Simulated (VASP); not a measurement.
Write the native input for VASP 6.6.1 that does the following.

| Quantity | Value |
| --- | --- |
| Task | single point |
| Functional | PBE |
| Potentials or basis | VASP PAW PBE potentials, release 64 (Ta_pv, H) |
| Cutoff | 520 eV |
| k mesh | 6 × 6 × 6 |
| Occupations | gaussian, width 0.1 eV |
| Spin | no spin polarisation |
| Dipole correction | no |
| Further INCAR settings | ALGO = Normal; EDIFF = 1e-06; NBANDS = 54 |

The structure of Ta8H (a cell with a defect) lies in POSCAR:

```
Ta8H
1.0
   -3.3187896432     -3.3187896432      3.3187896432
   -3.3187896432      3.3187896432     -3.3187896432
    3.3187896432     -3.3187896432     -3.3187896432
Ta H
8 1
Direct
    0.4922104681      0.4932682075      0.4870413334
   -0.0086483201      0.4990610299      0.4960458534
    0.4954718890      0.0031379430      0.4960056603
   -0.0029267802      0.0031412609      0.5016973868
    0.4904112588      0.4932918066      0.0008400062
   -0.0029450136      0.4990374189     -0.0023617968
    0.4922716079      0.0089135515      0.0026604129
    0.0060394165      0.0088651914      0.0007978963
    0.6202215794      0.7510966362      0.8728329949
```

This cell differs from its parent crystal: with an interstitial atom, then relaxed in part.

The input as run:

INCAR

```
SYSTEM = Ta8H
PREC     = Accurate       ! precision mode
ENCUT    = 520            ! plane-wave cutoff, eV
EDIFF    = 1E-6           ! SCF threshold, eV
ISMEAR   = 0              ! smearing method
SIGMA    = 0.1            ! smearing width, eV
LREAL    = .FALSE.        ! projectors in reciprocal space
LASPH    = .TRUE.         ! aspherical terms in the spheres
NELM     = 80             ! most SCF steps
ALGO     = Normal         ! electronic algorithm
ISIF     = 2              ! what is computed and relaxed
LWAVE    = .FALSE.        ! write WAVECAR
LCHARG   = .FALSE.        ! write CHGCAR
GGA      = PE             ! functional
NBANDS   = 54             ! bands
```

KPOINTS

```
Automatic mesh
0
G
  6 6 6
  0 0 0
```

Potentials or basis: VASP PAW PBE potentials, release 64 (Ta_pv, H).

Launch:

```sh
$ cat potpaw_PBE.64/Ta_pv/POTCAR potpaw_PBE.64/H/POTCAR > POTCAR
$ mpirun -np 1 vasp_std > vasp.out
```

Results of the run:

- Pressure: 4.1 GPa
- Largest force: 0.015 eV/Å
- Band gap on the k mesh: zero (an odd number of electrons rules out a gap without spin polarisation)

Caveat: the cell differs from its parent crystal (with an interstitial atom, then relaxed in part); spin-orbit coupling is left out, which moves the levels of the heavy elements.

It took 9 min on 1 thread of Intel(R) Xeon(R) 6975P-C (Granite Rapids), on a shared host, peak memory 0.73 GiB.
